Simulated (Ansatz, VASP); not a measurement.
**Two plane-wave programs on BeS**

```
Be S
1.0
     0.00000    2.39820    2.39820
     2.39820    0.00000    2.39820
     2.39820    2.39820    0.00000
Be S
1 1
Direct
  0.00000 0.00000 0.00000
  0.25000 0.25000 0.25000
```

Alike in both runs: functional LDA; k mesh 8 × 8 × 8; occupations gaussian, width 0.02 eV; no spin polarisation.

Ansatz relaxed the structure, and its values are those at the end. VASP's run is a single point on that final structure, the one shown.

|  | VASP | Ansatz |
| --- | --- | --- |
| version | VASP 6.6.1 | Ansatz 0.2.0 |
| potentials or method | VASP PAW LDA potentials, release 64 (Be, S), cutoff 600 eV | scalar-relativistic, plane waves, PAW |
| valence electrons in the cell | 8 | 8 |

```csv
,VASP,Ansatz,Ansatz less VASP
gap on the k mesh at the Fermi level (eV),2.83,2.82,-0.007
least direct gap on the mesh (eV),5.53,5.50,-0.027
pressure (GPa),0.1,0.0,-0.07
```

LDA's correlation is that of Perdew and Zunger in VASP and of Perdew and Wang (1992) in Ansatz.
